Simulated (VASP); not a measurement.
Li26AgF27 (a cell with a defect) (Griceite), 54 atoms in the cell. The cell holds a defect, 54 atoms: a = 8.545 Å, b = 8.545 Å, c = 8.545 Å, α = 60.00°, β = 60.00°, γ = 60.00°. 

- Program: VASP 6.6.1
- Task: single point
- Functional: PBE
- Potentials or basis: VASP PAW PBE potentials, release 64 (Ag, Li_sv, F)
- Cutoff: 520 eV
- k mesh: 3 × 3 × 3
- Occupations: fermi-dirac, width 0.01 eV
- Spin: no spin polarisation
- Dipole correction: no
- Further INCAR settings: LREAL = Auto; ALGO = Normal; EDIFF = 1e-07; NBANDS = 172

Potentials or basis: VASP PAW PBE potentials, release 64 (Ag, Li_sv, F).

The run is started by

```sh
$ cat potpaw_PBE.64/Ag/POTCAR potpaw_PBE.64/Li_sv/POTCAR potpaw_PBE.64/F/POTCAR > POTCAR
$ mpirun -np 1 vasp_std > vasp.out
```

Hardware: 1 thread of Oxide Virtual Turin-like Processor, with other jobs on the host.

Task: How long does it take, and how much memory?

Result: It took 23 min on 1 thread of Oxide Virtual Turin-like Processor (shared host), peak memory 0.64 GiB. Counts: scf iterations 21, k points 4.
